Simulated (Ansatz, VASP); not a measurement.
**SnO in VASP and in Ansatz**

```xyz
4
Lattice="3.3550 0.0000 0.0000 0.0000 5.6741 0.0000 0.0000 0.0000 4.2220" Properties=species:S:1:pos:R:3 pbc="T T T"
Sn    0.2526    1.5685    2.4191
Sn    1.9301    4.6108    0.3081
O     0.0000    5.0570    3.1110
O     1.6775    0.6171    1.0000
```

Change from the starting cell: all Sn atoms moved +0.438 Å, as atom 1 along Cartesian [1 1 1].

Alike in both runs: task single point; functional PBEsol; k mesh 8 × 6 × 6; occupations gaussian, width 0.05 eV; no spin polarisation.

|  | VASP | Ansatz |
| --- | --- | --- |
| version | VASP 6.6.1 | Ansatz 0.2.0 |
| potentials or method | VASP PAW PBE potentials, release 64 (Sn_d, O), cutoff 520 eV | scalar-relativistic, plane waves, PAW |
| valence electrons in the cell | 40 | 40 |

Ansatz gave:

| Property | Result |
| --- | --- |
| gap on the k mesh at the Fermi level (eV) | 0.56 |
| least direct gap on the mesh (eV) | 0.69 |
| pressure (GPa) | -0.9 |
| traceless stress, the component that is largest in VASP (GPa) | 6.82 |
| rms of the force components (eV/Å) | 2.299 |

Problem. What did VASP give for the same quantities?

Solution. gap on the k mesh at the Fermi level (eV): 0.56; least direct gap on the mesh (eV): 0.68; pressure (GPa): -0.9; traceless stress, the component that is largest in VASP (GPa): 6.81; rms of the force components (eV/Å): 2.294.

VASP's potentials were made for PBE, not for PBEsol. Atom by atom the forces differ by 0.026 eV/Å (rms over components).
